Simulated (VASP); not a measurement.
Write the native input for VASP 6.6.1 that does the following.

- Task: single point
- Functional: PBE
- Potentials or basis: VASP PAW PBE potentials, release 64 (Na_pv, F)
- Cutoff: 520 eV
- k mesh: 8 × 8 × 8
- Occupations: fermi-dirac, width 0.02 eV
- Spin: no spin polarisation
- Dipole correction: no
- Further INCAR settings: ALGO = Normal; EDIFF = 1e-06; NBANDS = 14

The structure of NaF lies in POSCAR:

```
NaF
1.0
    0.0000000000      2.4553235110      2.6561067367
    2.4553235110      0.0000000000      2.6561067367
    2.4553235110      2.4553235110      0.0000000000
Na F
1 1
Direct
    0.0000000000      0.0000000000      0.0000000000
    0.2500000000      0.2500000000      0.2500000000
```

This cell differs from its parent crystal: epitaxial xy strain -3.0%.

The input as run:

INCAR

```
SYSTEM = NaF
  ALGO = Normal
  EDIFF = 1E-6
  ENCUT = 520
  GGA = PE
  ISIF = 2
  ISMEAR = -1
  LASPH = .TRUE.
  LCHARG = .FALSE.
  LREAL = .FALSE.
  LWAVE = .FALSE.
  NBANDS = 14
  NELM = 60
  PREC = Accurate
  SIGMA = 0.02
```

KPOINTS

```
k-points
0
G
  8 8 8
  0 0 0
```

Potentials or basis: VASP PAW PBE potentials, release 64 (Na_pv, F).

The run is started by

```bash
$ cat potpaw_PBE.64/Na_pv/POTCAR potpaw_PBE.64/F/POTCAR > POTCAR
$ mpirun -np 1 vasp_std > vasp.out
```

It gave:

```json
{
 "Pressure": "2.3 GPa",
 "Band gap on the k mesh": "5.61 eV, indirect (least direct gap 5.62 eV)"
}
```

Caveat: the cell differs from its parent crystal (epitaxial xy strain -3.0%).

It took 17 s on 1 thread of Intel(R) Xeon(R) Platinum 8488C (Sapphire Rapids), on a shared host, peak memory 0.16 GiB.
